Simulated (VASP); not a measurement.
# ZrTi3C2 (P-3m1) in VASP: single point with PBE

Aim: the single point of ZrTi3C2 with PBE.

All numbers are computed with VASP 6.6.1; they aren't measurements. Logs are shortened: lines on timing, memory, paths and dates and some standing lists are left out, and cuts for length are marked.

## Step 1: The cell of the first run

Symmetry: P-3m1, No. 164, trigonal system. Conventional cell: a = 4.824 Å, b = 4.824 Å, c = 4.462 Å, α = 90.00°, β = 90.00°, γ = 120.00°. Within 3.2 Å of Zr (site symmetry -3m) lie 6 Ti at 2.41 Å and 6 C at 2.89 Å. Ti (site symmetry 2/m) has 2 C at 1.60 Å within 2.1 Å. Within 2.1 Å of C (site symmetry 3m) lie 3 Ti at 1.60 Å.

The cell was built from a structure type or drawn by symmetry, and may not be a known phase.

## Step 2: Single point, PBE

INCAR

```
SYSTEM = ZrTi3C2
PREC = Accurate
ENCUT = 520
EDIFF = 1E-6
ISMEAR = 0
SIGMA = 0.1
LREAL = .False.
LASPH = .True.
NELM = 60
ALGO = Normal
ISIF = 2
LWAVE = .False.
LCHARG = .False.
GGA = PE
NBANDS = 37
```

KPOINTS

```
Automatic mesh
0
Gamma
  6 6 4
  0 0 0
```

POSCAR

```
ZrTi3C2
1.0
    4.8241599900      0.0000000000      0.0000000000
   -2.4120800000      4.1778451000      0.0000000000
    0.0000000000      0.0000000000      4.4623935000
Zr Ti C
1 3 2
Direct
    0.0000000000      0.0000000000      0.5000000000
    0.5000000000      0.0000000000      0.5000000000
    0.0000000000      0.5000000000      0.5000000000
    0.5000000000      0.5000000000      0.5000000000
    0.3333333300      0.6666666700      0.6757290400
    0.6666666700      0.3333333300      0.3242709600
```

Potentials or basis: VASP PAW PBE potentials, release 64 (Zr_sv, Ti_sv, C).

Run with:

```sh
$ cat potpaw_PBE.64/Zr_sv/POTCAR potpaw_PBE.64/Ti_sv/POTCAR potpaw_PBE.64/C/POTCAR > POTCAR
$ mpirun -np 1 vasp_std > vasp.out
```

OUTCAR:

```text
SYSTEM = ZrTi3C2
   PREC = Accurate
   ENCUT = 520
   EDIFF = 1E-6
   ISMEAR = 0
   LREAL = .False.
   LASPH = .True.
   NELM = 60
   ISIF = 2
   GGA = PE

 ion  position               nearest neighbor table
   1  0.000  0.000  0.500-   4 2.41   4 2.41   3 2.41   3 2.41   2 2.41   2 2.41   6 2.89   5 2.89
                             5 2.89   6 2.89   5 2.89   6 2.89
   2  0.500  0.000  0.500-   5 1.60   6 1.60   3 2.41   3 2.41   4 2.41   4 2.41   1 2.41   1 2.41

   3  0.000  0.500  0.500-   5 1.60   6 1.60   2 2.41   2 2.41   1 2.41   1 2.41   4 2.41   4 2.41

   4  0.500  0.500  0.500-   5 1.60   6 1.60   1 2.41   1 2.41   2 2.41   2 2.41   3 2.41   3 2.41

   5  0.333  0.667  0.676-   2 1.60   3 1.60   4 1.60   1 2.89   1 2.89   1 2.89
   6  0.667  0.333  0.324-   2 1.60   3 1.60   4 1.60   1 2.89   1 2.89   1 2.89

  LATTYP: Found a hexagonal cell.
 ALAT       =     4.8241599900
 C/A-ratio  =     0.9250094336

  Lattice vectors:

 A1 = (   4.8241599900,   0.0000000000,   0.0000000000)
 A2 = (  -2.4120800000,   4.1778451000,   0.0000000000)
 A3 = (   0.0000000000,   0.0000000000,   4.4623935000)

Analysis of symmetry for initial positions (statically):
=====================================================================
 Subroutine PRICEL returns:
 Original cell was already a primitive cell.

 Routine SETGRP: Setting up the symmetry group for a
 hexagonal supercell.

 Subroutine GETGRP returns: Found 12 space group operations
 (whereof 12 operations were pure point group operations)
 out of a pool of 24 trial point group operations.

The static configuration has the point symmetry D_3d.

Analysis of symmetry for dynamics (positions and initial velocities):
=====================================================================
 Subroutine PRICEL returns:
 Original cell was already a primitive cell.

 Routine SETGRP: Setting up the symmetry group for a
 hexagonal supercell.

 Subroutine GETGRP returns: Found 12 space group operations
 (whereof 12 operations were pure point group operations)
 out of a pool of 24 trial point group operations.

The dynamic configuration has the point symmetry D_3d.

 Subroutine INISYM returns: Found 12 space group operations
 (whereof 12 operations are pure point group operations),
 and found     1 'primitive' translations

----------------------------------------------------------------------------------------

                                     Primitive cell

  volume of cell :      89.9377

  direct lattice vectors                    reciprocal lattice vectors
     4.824159990  0.000000000  0.000000000     0.207289974  0.119678923  0.000000000
    -2.412080000  4.177845100  0.000000000     0.000000000  0.239357845  0.000000000
     0.000000000  0.000000000  4.462393500     0.000000000  0.000000000  0.224094984

  length of vectors
     4.824159990  4.824159990  4.462393500     0.239357845  0.239357845  0.224094984

  position of ions in fractional coordinates (direct lattice)
     0.000000000  0.000000000  0.500000000
     0.500000000  0.000000000  0.500000000
     0.000000000  0.500000000  0.500000000
     0.500000000  0.500000000  0.500000000
     0.333333330  0.666666670  0.675729040
     0.666666670  0.333333330  0.324270960

  ion indices of the primitive-cell ions
   primitive index   ion index
                 1           1
                 2           2
                 3           3
                 4           4
                 5           5
                 6           6

----------------------------------------------------------------------------------------

 KPOINTS: Automatic mesh

Automatic generation of k-mesh.
 Grid dimensions read from file:
 generate k-points for:    6    6    4

 Generating k-lattice:

  Cartesian coordinates                     Fractional coordinates (reciprocal lattice)
     0.034548329  0.019946487  0.000000000     0.166666667  0.000000000  0.000000000
     0.000000000  0.039892974  0.000000000     0.000000000  0.166666667  0.000000000
     0.000000000  0.000000000  0.056023746     0.000000000  0.000000000  0.250000000

  Length of vectors
     0.039892974  0.039892974  0.056023746

  Shift w.r.t. Gamma in fractional coordinates (k-lattice)
     0.000000000  0.000000000  0.000000000

 Subroutine IBZKPT returns following result:
 ===========================================

 Found     24 irreducible k-points:

 Following reciprocal coordinates:
            Coordinates               Weight
  0.000000  0.000000  0.000000      1.000000
  0.166667  0.000000  0.000000      6.000000
  0.333333  0.000000  0.000000      6.000000
  0.500000  0.000000  0.000000      3.000000
  0.166667  0.166667  0.000000      6.000000
  0.333333  0.166667  0.000000     12.000000
[... 16 lines left out ...]
  0.333333  0.166667  0.500000     12.000000
  0.333333  0.333333  0.500000      2.000000
   k-points           NKPTS =     24   k-points in BZ     NKDIM =     24   number of bands    NBANDS=     37
   number of dos      NEDOS =    301   number of ions     NIONS =      6
   total plane-waves  NPLWV =  46656
   dimension x,y,z NGX =    36 NGY =   36 NGZ =   36
   dimension x,y,z NGXF=    72 NGYF=   72 NGZF=   72
   ions per type =               1   3   2
   NGX,Y,Z   is equivalent  to a cutoff of  12.41, 12.41, 13.41 a.u.
   NGXF,Y,Z  is equivalent  to a cutoff of  24.81, 24.81, 26.82 a.u.
 SYSTEM =  ZrTi3C2
   PREC   = accura    normal or accurate (medium, high low for compatibility)
   ISTART =      0    job   : 0-new  1-cont  2-samecut
   ICHARG =      2    charge: 1-file 2-atom 10-const
   ISPIN  =      1    spin polarized calculation?
   LNONCOLLINEAR =      F non collinear calculations
   LSORBIT =      F    spin-orbit coupling
   LASPH  =      T    aspherical Exc in radial PAW
   ENCUT  =  520.0 eV  38.22 Ry    6.18 a.u.   8.97  8.97  8.30*2*pi/ulx,y,z
   NELM   =     60;   NELMIN=  2; NELMDL= -5     # of ELM steps
   EDIFF  = 0.1E-05   stopping-criterion for ELM
   LREAL  =      F    real-space projection
   EDIFFG = 0.1E-04   stopping-criterion for IOM
   NSW    =      0    number of steps for IOM
   IBRION =     -1    ionic relax: 0-MD 1-quasi-New 2-CG
   NFREE  =      0    steps in history (QN), initial steepest desc. (CG)
   ISIF   =      2    stress and relaxation
   ISYM   =      2    0-nonsym 1-usesym 2-fastsym
   POTIM  = 0.5000    time-step for ionic-motion
   TEBEG  =    0.0;   TEEND  =   0.0 temperature during run
   PSTRESS=    0.0 pullay stress
   NELECT =      56.0000    total number of electrons
   NUPDOWN=      -1.0000    fix difference up-down
   EMIN   =  10.00;   EMAX   =-10.00  energy-range for DOS
   EFERMI =   0.00;   METHOD = LEGACY
   ISMEAR =     0;   SIGMA  =   0.10  broadening in eV -4-tet -1-fermi 0-gaus
   EFERMI_NEDOS =   21; number of points for ismear=-14 and -15
   IALGO  =     38    algorithm
   IMIX   =      4    mixing-type and parameters
     AMIX     =   0.40;   BMIX     =  1.00
     AMIX_MAG =   1.60;   BMIX_MAG =  1.00
  volume/ion in A,a.u.               =      14.99       101.15
  Fermi-wavevector in a.u.,A,eV,Ry     =   1.397945  2.641734 26.589203  1.954251
  Thomas-Fermi vector in A             =   2.521152
   LORBIT       =      0    0 simple, 1 ext, 2 COOP (PROOUT), +10 PAW based schemes
   GGA     = PE    functional components
   LHFCALC =     F    Hartree Fock is set to
   AEXX    =    0.0000 exact exchange contribution
   IVDW    =     0    specifies the selected vdW correction
   LEPSILON=     F    determine dielectric tensor
   LRPA    =     F    only Hartree local field effects (RPA)
 non-spin polarized calculation
 Gauss-broadening in eV      SIGMA  =   0.10
  energy-cutoff  :      520.00
  volume of cell :       89.94
 maximum number of plane-waves:      2445
   NGX = 17   NGY = 17   NGZ = 17

 number of electron      55.9999989 magnetization

 Free energy of the ion-electron system (eV)
  ---------------------------------------------------
  ext. energy  EPLUGINS =         0.00000000
  ---------------------------------------------------
  free energy    TOTEN  =       -26.25391624 eV

  energy without entropy =      -26.23741758  energy(sigma->0) =      -26.24566691

 E-fermi :   7.2765     XC(G=0): -10.5512

 val. band max:        7.2688731035   @ k =   0.5000   0.0000   0.0000
 cond. band min:       7.2772897459   @ k =   0.3333   0.1667   0.0000
 fundamental gap:      0.0084166424
 Fermi energy:         7.2765085129

 k-point     1 :       0.0000    0.0000    0.0000
  band No.  band energies     occupation
      1     -48.7750      2.00000
      2     -48.1779      2.00000
      3     -48.1779      2.00000
      4     -41.1515      2.00000
      5     -27.6582      2.00000
      6     -26.0232      2.00000
[... 29 lines left out ...]
     36      11.0389      0.00000
     37      11.4996      0.00000

 k-point     2 :       0.1667    0.0000    0.0000
  band No.  band energies     occupation
      1     -48.7402      2.00000
      2     -48.2147      2.00000
      3     -48.1785      2.00000
      4     -41.1626      2.00000
      5     -27.5182      2.00000
      6     -25.9625      2.00000
[... 29 lines left out ...]
     36      10.9112      0.00000
     37      11.2935      0.00000

 k-point     3 :       0.3333    0.0000    0.0000
  band No.  band energies     occupation
      1     -48.6496      2.00000
      2     -48.3096      2.00000
      3     -48.1797      2.00000
      4     -41.1847      2.00000
      5     -27.1678      2.00000
      6     -25.9214      2.00000
[... 29 lines left out ...]
     36      10.7081      0.00000
     37      10.7262      0.00000
[... 761 lines left out ...]
 k-point    23 :       0.3333    0.1667    0.5000
  band No.  band energies     occupation
      1     -48.5765      2.00000
      2     -48.3822      2.00000
      3     -48.1826      2.00000
      4     -41.1952      2.00000
      5     -26.8892      2.00000
      6     -26.0905      2.00000
[... 29 lines left out ...]
     36      10.4012      0.00000
     37      10.8371      0.00000

 k-point    24 :       0.3333    0.3333    0.5000
  band No.  band energies     occupation
      1     -48.4787      2.00000
      2     -48.4787      2.00000
      3     -48.1853      2.00000
      4     -41.2006      2.00000
      5     -26.4849      2.00000
      6     -26.4849      2.00000
[... 29 lines left out ...]
     36      10.8156      0.00000
     37      11.0755      0.00000

------------------------ aborting loop because EDIFF is reached ----------------------------------------

  FORCE on cell =-STRESS in cart. coord.  units (eV):
  Direction    XX          YY          ZZ          XY          YZ          ZX
  --------------------------------------------------------------------------------------
  -------------------------------------------------------------------------------------
  Total       76.5297113     76.5297112     24.9491667     -0.0000001      0.0000000      0.0000000
  in kB     1363.3229856   1363.3229835    444.4518592     -0.0000016      0.0000000      0.0000000
  external PRESSURE =    1057.0326095 kB  Pullay stress =       0.0000000 kB

 VOLUME and BASIS-vectors are now :
 -----------------------------------------------------------------------------
  energy-cutoff  :      520.00
  volume of cell :       89.94
      direct lattice vectors                 reciprocal lattice vectors
     4.824159990  0.000000000  0.000000000     0.207289974  0.119678923  0.000000000
    -2.412080000  4.177845100  0.000000000     0.000000000  0.239357845  0.000000000
     0.000000000  0.000000000  4.462393500     0.000000000  0.000000000  0.224094984

 POSITION                                       TOTAL-FORCE (eV/Angst)
 -----------------------------------------------------------------------------------
      0.00000      0.00000      2.23120         0.000000      0.000000     -0.000000
      2.41208      0.00000      2.23120         0.000000      0.000000     -0.000000
     -1.20604      2.08892      2.23120         0.000000      0.000000     -0.000000
      1.20604      2.08892      2.23120         0.000000      0.000000     -0.000000
     -0.00000      2.78523      3.01537         0.000000     -0.000000     16.778556
      2.41208      1.39262      1.44702        -0.000000      0.000000    -16.778556
 -----------------------------------------------------------------------------------
    total drift:                                0.000000      0.000000      0.000000

  FREE ENERGIE OF THE ION-ELECTRON SYSTEM (eV)
  ---------------------------------------------------
  free  energy   TOTEN  =       -26.2539162411 eV

  energy  without entropy=      -26.2374175846  energy(sigma->0) =      -26.24566691
```

Run time: 3.7 min. Hardware: 1 thread of AMD EPYC 7R13, shared host; peak memory 0.21 GiB.

Results:

* Free energy: -26.2539 eV
* Pressure: 105.7 GPa
* Largest force: 16.779 eV/Å
* Band gap on the k mesh: zero (bands 28 and 29 overlap by 1.03 eV)

Forces on the atoms (eV/Å):
```
Zr    0.000   0.000   0.000
Ti    0.000   0.000   0.000
Ti    0.000   0.000   0.000
Ti    0.000   0.000   0.000
C     0.000   0.000  16.779
C     0.000   0.000 -16.779
```

Stress tensor (GPa, compression positive):
```
136.33   0.00   0.00
  0.00 136.33   0.00
  0.00   0.00  44.45
```

Caveat: the cell stands under pressure; forces of over 1 eV/Å act on the atoms, so gaps and moduli don't describe the material at rest.
